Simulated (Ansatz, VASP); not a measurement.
**Al3GaN4: VASP beside Ansatz**

```
CELL_PARAMETERS angstrom
4.37022 0.00000 0.00000
0.00000 4.37022 0.00000
0.00000 0.00000 4.37022
ATOMIC_POSITIONS crystal
Al 0.50000 0.50000 0.00000
Al 0.50000 0.00000 0.50000
Al 0.00000 0.50000 0.50000
Ga 0.00000 0.00000 0.00000
N 0.74489 0.74489 0.25511
N 0.74489 0.25511 0.74489
N 0.25511 0.74489 0.74489
N 0.25511 0.25511 0.25511
```

Alike in both runs: task single point; functional LDA; k mesh 6 × 6 × 6; occupations gaussian, width 0.01 eV; no spin polarisation.

|  | VASP | Ansatz |
| --- | --- | --- |
| version | VASP 6.6.1 | Ansatz 0.2.0 |
| potentials or method | VASP PAW LDA potentials, release 64 (Al, Ga_d, N), cutoff 520 eV | scalar-relativistic, plane waves, PAW |
| valence electrons in the cell | 42 | 42 |

```csv
,VASP,Ansatz,Ansatz less VASP
gap on the k mesh at the Fermi level (eV),3.36,3.38,+0.019
least direct gap on the mesh (eV),3.36,3.38,+0.019
```

LDA's correlation is that of Perdew and Zunger in VASP and of Perdew and Wang (1992) in Ansatz.
